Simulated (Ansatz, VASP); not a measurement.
# Two plane-wave programs on Zr

```
Zr
1.0
     3.23304    0.00000    0.00000
    -1.61652    2.79990    0.00000
     0.00000    0.00000    5.16866
Zr
2
Direct
  0.00000 0.00000 0.00000
  0.33333 0.66667 0.50000
```

Alike in both runs: functional PBE; k mesh 18 × 18 × 8; occupations gaussian, width 0.1 eV; no spin polarisation.

Ansatz relaxed the structure, and its values are those at the end. VASP's run is a single point on that final structure, the one shown.

|  | VASP | Ansatz |
| --- | --- | --- |
| version | VASP 6.6.1 | Ansatz 0.2.0 |
| potentials or method | VASP PAW PBE potentials, release 64 (Zr_sv), cutoff 520 eV | scalar-relativistic, plane waves, PAW |
| valence electrons in the cell | 24 | 24 |

```csv
,VASP,Ansatz,Ansatz less VASP
gap on the k mesh at the Fermi level (eV),none,none,-
pressure (GPa),0.0,0.0,-0.01
```

A gap of «none» marks a metal or a gap that the smearing closes. The functional is the same, so the differences come from potentials, cutoffs and numerics.
